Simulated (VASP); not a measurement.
# TaN: single point with PBE

Crystal: TaN.

```
CELL_PARAMETERS angstrom
3.08157 0.00000 0.00000
1.54079 2.66872 0.00000
1.54079 0.88957 2.51609
ATOMIC_POSITIONS crystal
Ta 0.50000 0.50000 0.50000
N 0.00000 0.00000 0.00000
```

```
Program             : VASP 6.6.1
Task                : single point
Functional          : PBE
Potentials or basis : VASP PAW PBE potentials, release 64 (Ta_pv, N)
Cutoff              : 520 eV
k mesh              : 4 × 4 × 4
Occupations         : methfessel-paxton, width 0.1 eV
Spin                : no spin polarisation
```

```yaml
Pressure: 16.7 GPa
Band_gap_on_the_k_mesh: zero (band 8 reaches 11.89 eV, above the bottom of band 9 at 7.71 eV)
```

Levels at points of the mesh, in eV from the Fermi level:
| k point | band 6 | band 7 | band 8 | band 9 | band 10 | band 11 |
| --- | --- | --- | --- | --- | --- | --- |
| (0.00, 0.00, 0.00) | -3.78 | -3.78 | -1.92 | -1.92 | -1.92 | 0.34 |
| (0.50, 0.00, 0.00) | -7.60 | -7.60 | 2.26 | 2.26 | 2.30 | 4.15 |
| (0.50, 0.50, 0.00) | -5.40 | -4.57 | -4.57 | 2.48 | 3.99 | 3.99 |

It took 6.7 s on 1 thread of Intel Xeon 8259CL, with other jobs on the host, peak memory 0.14 GiB.

Caveat: the k points lie up to 0.62 Å⁻¹ apart; spin-orbit coupling is left out, which moves the levels of the heavy elements.
